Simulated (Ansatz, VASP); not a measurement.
## Ba: VASP beside Ansatz

File INCAR:

```
PREC = Accurate
ENCUT = 520
EDIFF = 1E-6
ISMEAR = -1
SIGMA = 0.1
LREAL = F
LASPH = T
NELM = 60
ALGO = Normal
ISIF = 2
LWAVE = F
LCHARG = F
GGA = CA
NBANDS = 11
```

Contents of KPOINTS:

```
Automatic mesh
0
Gamma
  8 8 8
```

File POSCAR:

```
Ba
1.0
   -2.3789385306      2.3789385306      2.3789385306
    2.3789385306     -2.3789385306      2.3789385306
    2.3789385306      2.3789385306     -2.3789385306
Ba
1
Direct
    0.0000000000      0.0000000000      0.0000000000
```

Input for Ansatz:

```yaml
crystal:
  lattice:
    - [-2.3789385306, 2.3789385306, 2.3789385306]
    - [2.3789385306, -2.3789385306, 2.3789385306]
    - [2.3789385306, 2.3789385306, -2.3789385306]
  atoms:
    - { symbol: Ba, position: [0.0, 0.0, 0.0] }
hamiltonian:
  xc: lda
  pseudopotentials:
    kind: paw
    azcp:
      Ba: "pseudopotentials/Ba.paw.azcp"
basis:
  ecutwfc: 420
  fft_grid_basis: typed
kpoints:
  mp_grid: { grid: [8, 8, 8], shift: [0, 0, 0] }
magnetization:
  spin_polarized: false
scf:
  occupations: { method: fermi_dirac, width: 0.1 }
  lower_state_search: "off"
output:
  stress: true
  write_density: true
  write_potential: true
  elf: true
  volumetric_format: npy
```

Alike in both runs: task single point; functional LDA; k mesh 8 × 8 × 8; occupations fermi-dirac, width 0.1 eV; no spin polarisation.

|  | VASP | Ansatz |
| --- | --- | --- |
| version | VASP 6.6.1 | Ansatz 0.2.0 |
| potentials or method | VASP PAW LDA potentials, release 64 (Ba_sv), cutoff 520 eV | plane waves (420 eV) with PAW, scalar-relativistic |
| valence electrons in the cell | 10 | 10 |

Ansatz gave:

```
pressure (GPa) : 0.0
```

Estimate VASP's values.

pressure (GPa): 0.1.

Ansatz warns that its potentials were made for another functional, while VASP's fit it. LDA's correlation is that of Perdew and Zunger in VASP and of Perdew and Wang (1992) in Ansatz.

Neither program's run includes spin-orbit coupling.
